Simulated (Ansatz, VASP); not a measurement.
# Cd in VASP and in Ansatz

```
CELL_PARAMETERS angstrom
0.00412 2.26363 2.23640
2.22190 0.01273 2.22779
2.19293 2.22605 0.04170
ATOMIC_POSITIONS crystal
Cd 0.01249 0.97376 0.03730
```

Change from the starting cell: cell strained at random at fixed volume.

Alike in both runs: task single point; functional revPBE; k mesh 8 × 8 × 8; occupations methfessel-paxton of order 1, width 0.05 eV; collinear spin.

|  | VASP | Ansatz |
| --- | --- | --- |
| version | VASP 6.6.1 | Ansatz 0.2.0 |
| potentials or method | VASP PAW PBE potentials, release 64 (Cd) | SSSP precision PAW |
| plane-wave cutoff (eV) | 520 | 1361 |
| valence electrons in the cell | 12 | 20 |

```csv
,VASP,Ansatz,Ansatz less VASP
gap on the k mesh at the Fermi level (eV),none,none,-
pressure (GPa),4.6,4.3,-0.34
"traceless stress, the component that is largest in VASP (GPa)",0.96,0.95,-0.007
net moment per atom (μB),0.00,0.00,0.000
```

VASP's potentials were made for PBE, not for revPBE. A gap of «none» marks a metal or a gap that the smearing closes. VASP's potentials hold 12 valence electrons a cell and Ansatz's 20, so a difference there can come from the potentials and not from the codes.
